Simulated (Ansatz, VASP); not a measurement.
**Two plane-wave programs on HfOs**

```xyz
2
Lattice="3.2019 0.0000 0.0000 0.0000 3.2019 0.0000 0.0000 0.0000 3.2019" Properties=species:S:1:pos:R:3 pbc="T T T"
Hf    0.0000    0.0000    0.0000
Os    1.6009    1.6009    1.6009
```

Alike in both runs: functional LDA; k mesh 7 × 7 × 7; occupations fermi-dirac, width 0.15 eV; no spin polarisation.

Ansatz relaxed the structure, and its values are those at the end. VASP's run is a single point on that final structure, the one shown.

|  | VASP | Ansatz |
| --- | --- | --- |
| version | VASP 6.6.1 | Ansatz 0.2.0 |
| potentials or method | VASP PAW LDA potentials, release 64 (Hf_pv, Os), cutoff 600 eV | plane waves, PAW |
| valence electrons in the cell | 18 | 42 |

VASP gave:

* pressure (GPa): -0.2

Which values does Ansatz return?

Pressure (GPa): 0.0.

LDA's correlation is that of Perdew and Zunger in VASP and of Perdew and Wang (1992) in Ansatz. VASP's potentials hold 18 valence electrons a cell and Ansatz's 42, so a difference there can come from the potentials and not from the codes.

Spin-orbit coupling is off throughout.
